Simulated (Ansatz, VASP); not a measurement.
## CoO: VASP beside Ansatz

The input INCAR:

```
ALGO = Normal
EDIFF = 1E-6
ENCUT = 520
GGA = PE
ISIF = 2
ISMEAR = -1
ISPIN = 2
LASPH = True
LCHARG = False
LMAXMIX = 4
LORBIT = 11
LREAL = False
LWAVE = False
MAGMOM = 3 0
NBANDS = 18
NELM = 150
PREC = Accurate
SIGMA = 0.05
```

Contents of KPOINTS:

```
k-points
0
Gamma
  10 10 10
```

Contents of POSCAR:

```
CoO
1.0
    0.0000000000      2.3896072712      2.3896072712
    2.3896072712      0.0000000000      2.3896072712
    2.3896072712      2.3896072712      0.0000000000
Co O
1 1
Direct
    0.0000000000      0.0000000000      0.0000000000
    0.2500000000      0.2500000000      0.2500000000
```

File input.yaml:

```yaml
crystal:
  lattice:
    - [0.0, 2.3896072712, 2.3896072712]
    - [2.3896072712, 0.0, 2.3896072712]
    - [2.3896072712, 2.3896072712, 0.0]
  atoms:
    - { symbol: Co, position: [0.0, 0.0, 0.0], spin: 3.0 }
    - { symbol: O, position: [0.25, 0.25, 0.25] }
kpoints:
  mp_grid: { grid: [10, 10, 10] }
scf:
  occupations: { method: fermi_dirac, width: 0.05 }
hamiltonian:
  xc: pbe
  pseudopotentials: { kind: all_electron, lapw: { basis_error: 0.0005 } }
magnetization:
  spin_polarized: true
output:
  forces: true
  stress: true
  eigenvalues: true
```

Change from the starting cell: volume scaled by 1.06.

Alike in both runs: task single point; functional PBE; k mesh 10 × 10 × 10; occupations fermi-dirac, width 0.05 eV; collinear spin.

```csv
,VASP,Ansatz
version,VASP 6.6.1,Ansatz 0.2.0
potentials or method,"VASP PAW PBE potentials, release 64 (Co, O), cutoff 520 eV","all-electron LAPW, scalar-relativistic"
```

Ansatz gave:

- pressure (GPa): -15.9
- net moment per atom (μB): 1.50
- size of the moment on the site where the two differ most (μB): 0.32

Estimate VASP's values.

pressure (GPa): -16.2; net moment per atom (μB): 1.50; size of the moment on the site where the two differ most (μB): 0.32.

Site moments also hang on the region over which each program counts them. Ansatz ran all-electron here, and VASP with PAW potentials.
